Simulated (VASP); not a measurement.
# CuAs: single point with LDA

Crystal: CuAs.

```xyz
4
Lattice="3.7797 0.0000 0.0000 -1.8898 3.2733 0.0000 0.0000 0.0000 4.7285" Properties=species:S:1:pos:R:3 pbc="T T T"
Cu    0.0000    0.0000    2.3643
Cu    0.0000    0.0000    0.0000
As    1.8898    1.0911    3.5464
As    0.0000    2.1822    1.1821
```

| Property | Result |
| --- | --- |
| Program | VASP 6.6.1 |
| Task | single point |
| Functional | LDA |
| Potentials or basis | VASP PAW LDA potentials, release 64 (Cu, As) |
| Cutoff | 520 eV |
| k mesh | 12 × 12 × 8 |
| Occupations | gaussian, width 0.15 eV |
| Spin | no spin polarisation |

```json
{
 "Pressure": "4.4 GPa",
 "Band gap on the k mesh": "zero (band 16 reaches 8.79 eV, above the bottom of band 17 at 6.84 eV)"
}
```

Stress tensor (GPa, compression positive):
```
2.99 0.00 0.00
0.00 2.99 0.00
0.00 0.00 7.12
```

Levels at points of the mesh, in eV from the Fermi level:
```
           k point  band 12  band 13  band 14  band 15  band 16  band 17  band 18  band 19  band 20  band 21
(0.00, 0.00, 0.00)    -3.11    -1.58    -0.42    -0.42     1.17     1.17     2.37     2.95     3.78     6.37
(0.50, 0.00, 0.00)    -3.48    -3.26    -3.15    -3.11    -2.40     0.20     2.77     3.18     4.98     5.72
(0.00, 0.00, 0.50)    -3.91    -1.09    -1.09     0.91     0.91     0.91     0.91     4.61     4.61     5.67
(0.50, 0.00, 0.50)    -3.72    -3.54    -3.54    -0.85    -0.85     0.40     0.40     5.06     5.06     8.10
```

Run time: 51 s on 1 thread of Intel(R) Xeon(R) 6975P-C (Granite Rapids), with other jobs on the host, peak memory 0.24 GiB.
